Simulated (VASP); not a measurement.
Li (a cell with a defect), 17 atoms in the cell. The cell holds a defect, 17 atoms: a = 6.980 Å, b = 6.980 Å, c = 6.980 Å, α = 90.00°, β = 90.00°, γ = 90.00°. 

```yaml
Program: VASP 6.6.1
Task: single point
Functional: PBE
Potentials_or_basis: VASP PAW PBE potentials, release 64 (Li_sv)
Cutoff: 520 eV
k_mesh: 2 × 2 × 2
Occupations: fermi-dirac, width 0.05 eV
Spin: no spin polarisation
Dipole_correction: no
Further_INCAR_settings: LREAL = Auto; ALGO = Normal; EDIFF = 1e-07; NBANDS = 40
```

Potentials or basis: VASP PAW PBE potentials, release 64 (Li_sv).

Launch:

```console
$ cat potpaw_PBE.64/Li_sv/POTCAR > POTCAR
$ mpirun -np 1 vasp_std > vasp.out
```

Hardware: 1 thread of Intel Xeon 8259CL, on a shared host.

Question: Estimate the wall time of this run.

Answer: Wall time 5.3 min on 1 thread of Intel Xeon 8259CL, with other jobs on the host, peak memory 0.37 GiB. Counts: scf iterations 15, k points 8.
